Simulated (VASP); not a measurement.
Set up this calculation in VASP 6.6.1, as the native input.

| Property | Result |
| --- | --- |
| Task | single point |
| Functional | PBEsol |
| Potentials or basis | VASP PAW PBE potentials, release 64 (Ta_pv, N) |
| Cutoff | 520 eV |
| k mesh | 17 × 17 × 5 |
| Occupations | gaussian, width 0.15 eV |
| Spin | no spin polarisation |
| Dipole correction | no |
| Further INCAR settings | ALGO = Normal; EDIFF = 1e-06; NBANDS = 36 |

The structure of Ta2N lies in POSCAR:

```
Ta2N
1.0
   -3.0786153856      0.0000000000      0.0000000000
   -1.5393076928     -2.6661591324      0.0000000000
    0.0000000000      0.0000000000     14.1465143614
Ta N
4 2
Direct
    0.6666666667      0.6666666667      0.0839608493
    0.6666666667      0.6666666667      0.4249110690
    0.3333333333      0.3333333333      0.5979395903
    0.3333333333      0.3333333333      0.2569893705
    0.0000000000      0.0000000000      0.1704751099
    0.0000000000      0.0000000000      0.5114253297
```

This cell differs from its parent crystal: the distance across one plane changed.

These files were run (other wordings do the same):

INCAR

```
SYSTEM = Ta2N
ALGO = Normal
EDIFF = 1E-6
ENCUT = 520
GGA = PS
ISIF = 2
ISMEAR = 0
LASPH = .True.
LCHARG = .False.
LREAL = .False.
LWAVE = .False.
NBANDS = 36
NELM = 100
PREC = Accurate
SIGMA = 0.15
```

KPOINTS

```
k-points
0
Gamma
  17 17 5
  0 0 0
```

Potentials or basis: VASP PAW PBE potentials, release 64 (Ta_pv, N).

Run with:

```console
$ cat potpaw_PBE.64/Ta_pv/POTCAR potpaw_PBE.64/N/POTCAR > POTCAR
$ mpirun -np 1 vasp_std > vasp.out
```

Results of the run:

| Quantity | Value |
| --- | --- |
| Pressure | -4.1 GPa |
| Largest force | 0.372 eV/Å |
| Band gap on the k mesh | zero (bands 27 and 28 overlap by 1.08 eV) |

Caveat: the cell differs from its parent crystal (the distance across one plane changed); the cell stands under tension; the PAW data sets were made with another functional, which shifts forces and pressure a little; spin-orbit coupling is left out, which moves the levels of the heavy elements.

Run time: 8.9 min on 1 thread of AMD EPYC 9R45 96-Core Processor (Zen 5), on a shared host, peak memory 0.55 GiB.
